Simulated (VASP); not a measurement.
# Cu (P6_3/mmc) in VASP: relaxation of cell and atoms with PBE

Aim: the relaxation of cell and atoms of Cu with PBE.

Everything below comes from runs of VASP 6.6.1. Logs are shortened: lines on timing, memory, paths and dates and some standing lists are left out, and cuts for length are marked.

## Step 1: The cell of the first run

Symmetry: P6_3/mmc, No. 194, hexagonal system. The conventional cell has a = 2.277 Å, b = 2.277 Å, c = 3.740 Å, α = 90.00°, β = 90.00°, γ = 120.00°. Cu (site symmetry -6m2) has 12 Cu at 2.28 to 2.29 Å within 3.0 Å.

This isn't the form of Cu at room conditions, which is fcc.

## Step 2: Relaxation of cell and atoms, PBE, target pressure 120 GPa, at which the enthalpy is minimised

The input, INCAR:

```
PREC     = Accurate       # precision mode
ENCUT    = 600            # plane-wave cutoff, eV
EDIFF    = 1E-7           # SCF threshold, eV
ISMEAR   = -1             # smearing method
SIGMA    = 0.05           # smearing width, eV
LREAL    = False          # projectors in reciprocal space
LASPH    = True           # aspherical terms in the spheres
NELM     = 80             # most SCF steps
ALGO     = Normal         # electronic algorithm
ISIF     = 3              # what is computed and relaxed
LWAVE    = False          # write WAVECAR
LCHARG   = False          # write CHGCAR
GGA      = PE             # functional
IBRION   = 2              # ionic algorithm
NSW      = 32             # ionic steps
EDIFFG   = -0.005         # ionic threshold
PSTRESS  = 1200.0
```

The input, KPOINTS:

```
Automatic mesh
0
Gamma
  19 19 10
```

The input, POSCAR:

```
Cu
1.0
    2.2767333843      0.0000000000      0.0000000000
   -1.1383666921      1.9717089485      0.0000000000
    0.0000000000      0.0000000000      3.7399830376
Cu
2
Direct
    0.3333333333      0.6666666667      0.2500000000
    0.6666666667      0.3333333333      0.7500000000
```

Potentials or basis: VASP PAW PBE potentials, release 64 (Cu).

On the command line:

```sh
$ cat potpaw_PBE.64/Cu/POTCAR > POTCAR
$ mpirun -np 1 vasp_std > vasp.out
```

OUTCAR:

```text
PREC = Accurate
   ENCUT = 600
   EDIFF = 1E-7
   ISMEAR = -1
   LREAL = False
   LASPH = True
   NELM = 80
   ISIF = 3
   GGA = PE
   IBRION = 2
   NSW = 32
   EDIFFG = -0.005
   PSTRESS = 1200.0

 ion  position               nearest neighbor table
   1  0.333  0.667  0.250-   2 2.29   2 2.29   2 2.29   2 2.29   2 2.29   2 2.29
   2  0.667  0.333  0.750-   1 2.29   1 2.29   1 2.29   1 2.29   1 2.29   1 2.29

  LATTYP: Found a hexagonal cell.
 ALAT       =     2.2767333843
 C/A-ratio  =     1.6426969725

  Lattice vectors:

 A1 = (   2.2767333843,   0.0000000000,   0.0000000000)
 A2 = (  -1.1383666921,   1.9717089485,   0.0000000000)
 A3 = (   0.0000000000,   0.0000000000,   3.7399830376)

Analysis of symmetry for initial positions (statically):
=====================================================================
 Subroutine PRICEL returns:
 Original cell was already a primitive cell.

 Routine SETGRP: Setting up the symmetry group for a
 hexagonal supercell.

 Subroutine GETGRP returns: Found 24 space group operations
 (whereof 12 operations were pure point group operations)
 out of a pool of 24 trial point group operations.

The static configuration has the point symmetry D_3d.
 The point group associated with its full space group is D_6h.

Analysis of symmetry for dynamics (positions and initial velocities):
=====================================================================
 Subroutine PRICEL returns:
 Original cell was already a primitive cell.

 Routine SETGRP: Setting up the symmetry group for a
 hexagonal supercell.

 Subroutine GETGRP returns: Found 24 space group operations
 (whereof 12 operations were pure point group operations)
 out of a pool of 24 trial point group operations.

The dynamic configuration has the point symmetry D_3d.
 The point group associated with its full space group is D_6h.

 Subroutine INISYM returns: Found 24 space group operations
 (whereof 12 operations are pure point group operations),
 and found     1 'primitive' translations

----------------------------------------------------------------------------------------

                                     Primitive cell

  volume of cell :      16.7890

  direct lattice vectors                    reciprocal lattice vectors
     2.276733384  0.000000000  0.000000000     0.439225782  0.253587123  0.000000000
    -1.138366692  1.971708948  0.000000000     0.000000000  0.507174246  0.000000000
     0.000000000  0.000000000  3.739983038     0.000000000  0.000000000  0.267380892

  length of vectors
     2.276733384  2.276733384  3.739983038     0.507174246  0.507174246  0.267380892

  position of ions in fractional coordinates (direct lattice)
     0.333333333  0.666666667  0.250000000
     0.666666667  0.333333333  0.750000000

  ion indices of the primitive-cell ions
   primitive index   ion index
                 1           1
                 2           2

----------------------------------------------------------------------------------------

 KPOINTS: Automatic mesh

Automatic generation of k-mesh.
 Grid dimensions read from file:
 generate k-points for:   19   19   10

 Generating k-lattice:

  Cartesian coordinates                     Fractional coordinates (reciprocal lattice)
     0.023117146  0.013346691  0.000000000     0.052631579  0.000000000  0.000000000
     0.000000000  0.026693381  0.000000000     0.000000000  0.052631579  0.000000000
     0.000000000  0.000000000  0.026738089     0.000000000  0.000000000  0.100000000

  Length of vectors
     0.026693381  0.026693381  0.026738089

  Shift w.r.t. Gamma in fractional coordinates (k-lattice)
     0.000000000  0.000000000  0.000000000

 Subroutine IBZKPT returns following result:
 ===========================================

 Found    240 irreducible k-points:

 Following reciprocal coordinates:
            Coordinates               Weight
  0.000000  0.000000  0.000000      1.000000
  0.052632  0.000000  0.000000      6.000000
  0.105263  0.000000  0.000000      6.000000
  0.157895 -0.000000  0.000000      6.000000
  0.210526  0.000000  0.000000      6.000000
  0.263158  0.000000  0.000000      6.000000
[... 16 lines left out ...]
  0.263158  0.105263  0.000000     12.000000
  0.315789  0.105263  0.000000     12.000000
 [... further k-points ...]
   k-points           NKPTS =    240   k-points in BZ     NKDIM =    240   number of bands    NBANDS=     15
   number of dos      NEDOS =    301   number of ions     NIONS =      2
   total plane-waves  NPLWV =   9720
   dimension x,y,z NGX =    18 NGY =   18 NGZ =   30
   dimension x,y,z NGXF=    36 NGYF=   36 NGZF=   60
   ions per type =               2
   NGX,Y,Z   is equivalent  to a cutoff of  13.14, 13.14, 13.34 a.u.
   NGXF,Y,Z  is equivalent  to a cutoff of  26.29, 26.29, 26.67 a.u.
 SYSTEM =  unknown system
   PREC   = accura    normal or accurate (medium, high low for compatibility)
   ISTART =      0    job   : 0-new  1-cont  2-samecut
   ICHARG =      2    charge: 1-file 2-atom 10-const
   ISPIN  =      1    spin polarized calculation?
   LNONCOLLINEAR =      F non collinear calculations
   LSORBIT =      F    spin-orbit coupling
   LASPH  =      T    aspherical Exc in radial PAW
   ENCUT  =  600.0 eV  44.10 Ry    6.64 a.u.   4.55  4.55  7.47*2*pi/ulx,y,z
   NELM   =     80;   NELMIN=  2; NELMDL= -5     # of ELM steps
   EDIFF  = 0.1E-06   stopping-criterion for ELM
   LREAL  =      F    real-space projection
   EDIFFG = -.5E-02   stopping-criterion for IOM
   NSW    =     32    number of steps for IOM
   IBRION =      2    ionic relax: 0-MD 1-quasi-New 2-CG
   NFREE  =      1    steps in history (QN), initial steepest desc. (CG)
   ISIF   =      3    stress and relaxation
   ISYM   =      2    0-nonsym 1-usesym 2-fastsym
   POTIM  = 0.5000    time-step for ionic-motion
   TEBEG  =    0.0;   TEEND  =   0.0 temperature during run
   PSTRESS= 1200.0 pullay stress
   NELECT =      22.0000    total number of electrons
   NUPDOWN=      -1.0000    fix difference up-down
   EMIN   =  10.00;   EMAX   =-10.00  energy-range for DOS
   EFERMI =   0.00;   METHOD = LEGACY
   ISMEAR =    -1;   SIGMA  =   0.05  broadening in eV -4-tet -1-fermi 0-gaus
   EFERMI_NEDOS =   21; number of points for ismear=-14 and -15
   IALGO  =     38    algorithm
   IMIX   =      4    mixing-type and parameters
     AMIX     =   0.40;   BMIX     =  1.00
     AMIX_MAG =   1.60;   BMIX_MAG =  1.00
  volume/ion in A,a.u.               =       8.39        56.65
  Fermi-wavevector in a.u.,A,eV,Ry     =   1.791462  3.385372 43.665652  3.209335
  Thomas-Fermi vector in A             =   2.854024
   LORBIT       =      0    0 simple, 1 ext, 2 COOP (PROOUT), +10 PAW based schemes
   GGA     = PE    functional components
   LHFCALC =     F    Hartree Fock is set to
   AEXX    =    0.0000 exact exchange contribution
   IVDW    =     0    specifies the selected vdW correction
   LEPSILON=     F    determine dielectric tensor
   LRPA    =     F    only Hartree local field effects (RPA)
 conjugate gradient relaxation of ions
 non-spin polarized calculation
  energy-cutoff  :      600.00
  volume of cell :       16.79
 maximum number of plane-waves:       578
   NGX =  9   NGY =  9   NGZ = 15

--------------------------------------- Ionic step        1  -------------------------------------------

 number of electron      22.0000024 magnetization

 Free energy of the ion-electron system (eV)
  ---------------------------------------------------
  ext. energy  EPLUGINS =         0.00000000
  ---------------------------------------------------
  free energy    TOTEN  =        -5.52689367 eV

  energy without entropy =       -5.52344824  energy(sigma->0) =       -5.52517096

------------------------ aborting loop because EDIFF is reached ----------------------------------------

  FORCE on cell =-STRESS in cart. coord.  units (eV):
  Direction    XX          YY          ZZ          XY          YZ          ZX
  --------------------------------------------------------------------------------------
  -------------------------------------------------------------------------------------
  Total       12.6757806     12.6757806     12.6750209      0.0000000     -0.0000000      0.0000000
  in kB     1209.6526432   1209.6526432   1209.5801447      0.0000000     -0.0000000      0.0000000
  external PRESSURE =       9.6284770 kB  Pullay stress =    1200.0000000 kB
[... 61 lines left out ...]
  enthalpy is  TOTEN    =         7.0487868051 eV   P V=       12.6666653499

--------------------------------------- Ionic step        3  -------------------------------------------

 number of electron      22.0000023 magnetization

 Free energy of the ion-electron system (eV)
  ---------------------------------------------------
  ext. energy  EPLUGINS =         0.00000000
  ---------------------------------------------------
  free energy    TOTEN  =        -5.54566986 eV

  energy without entropy =       -5.54222129  energy(sigma->0) =       -5.54394557

 E-fermi :  12.7847     XC(G=0): -14.8295

 val. band max:       12.7803240470   @ k =   0.4211   0.0526   0.5000
 cond. band min:      12.7879564293   @ k =   0.1579   0.0526   0.2000
 fundamental gap:      0.0076323822
 Fermi energy:        12.7847475242

 k-point     1 :       0.0000    0.0000    0.0000
  band No.  band energies     occupation
      1       0.3896      2.00000
      2       5.2096      2.00000
      3       8.2701      2.00000
      4       8.3888      2.00000
      5       8.3888      2.00000
      6       8.7431      2.00000
      7       8.7431      2.00000
      8       9.2578      2.00000
      9       9.2578      2.00000
     10      10.4782      2.00000
     11      10.4782      2.00000
     12      10.4894      2.00000
     13      18.4043      0.00000
     14      36.7308      0.00000
     15      40.0977      0.00000
[... 397 lines left out ...]
 k-point    24 :       0.3158    0.1053    0.0000
  band No.  band energies     occupation
      1       5.0341      2.00000
      2       6.2274      2.00000
      3       6.3832      2.00000
      4       7.4638      2.00000
      5       8.2120      2.00000
      6       8.5824      2.00000
      7       8.6145      2.00000
      8       9.9790      2.00000
      9      10.4220      2.00000
     10      10.6302      2.00000
     11      11.2341      2.00000
     12      18.8201      0.00000
     13      19.6937      0.00000
     14      22.1851      0.00000
     15      26.9216      0.00000

 [... further k-points ...]

------------------------ aborting loop because EDIFF is reached ----------------------------------------

  FORCE on cell =-STRESS in cart. coord.  units (eV):
  Direction    XX          YY          ZZ          XY          YZ          ZX
  --------------------------------------------------------------------------------------
  -------------------------------------------------------------------------------------
  Total       12.5969630     12.5969630     12.5974687      0.0000000      0.0000000      0.0000000
  in kB     1200.3456595   1200.3456596   1200.3938484      0.0000000      0.0000000      0.0000000
  external PRESSURE =       0.3617225 kB  Pullay stress =    1200.0000000 kB
[... 17 lines left out ...]
  FREE ENERGIE OF THE ION-ELECTRON SYSTEM (eV)
  ---------------------------------------------------
  free  energy   TOTEN  =        -5.5456698552 eV

  energy  without entropy=       -5.5422212887  energy(sigma->0) =       -5.54394557

  enthalpy is  TOTEN    =         7.0476656720 eV   P V=       12.5933355272

 reached required accuracy - stopping structural energy minimisation
```

It took 3.1 min on 1 thread of AMD EPYC 7R13, shared host; peak memory 0.15 GiB.

What came out:

```yaml
Free_energy: -5.5457 eV
Relaxed_volume: 8.41 Å³/atom
Relaxed_cell: a = 2.278 Å, b = 2.278 Å, c = 3.742 Å, α = 90.00°, β = 90.00°, γ = 120.00°
Space_group_after_relaxing_to_0.1_Å: P6_3/mmc (No. 194)
Energy_change_on_relaxing_the_run_minimises_the_enthalpy: -9.4 meV/atom
Ionic_steps: 3
Pressure_after_relaxing: 120.0 GPa
Band_gap_on_the_k_mesh: zero (bands 11 and 12 overlap by 7.27 eV)
```

Step by step:
```csv
step,energy change (eV),largest force (eV/Å),pressure (GPa),volume (Å³)
1,0.0000,0.0000,120.96,16.79
2,-0.0910,0.0000,116.37,16.91
3,-0.0188,0.0000,120.04,16.81
```

Final structure:
```
CELL_PARAMETERS angstrom
2.27786 0.00000 0.00000
-1.13893 1.97269 0.00000
0.00000 0.00000 3.74183
ATOMIC_POSITIONS crystal
Cu 0.33333 0.66667 0.25000
Cu 0.66667 0.33333 0.75000
```

Caveat: the cell is relaxed towards a set pressure, so the run minimises the enthalpy, not the energy.
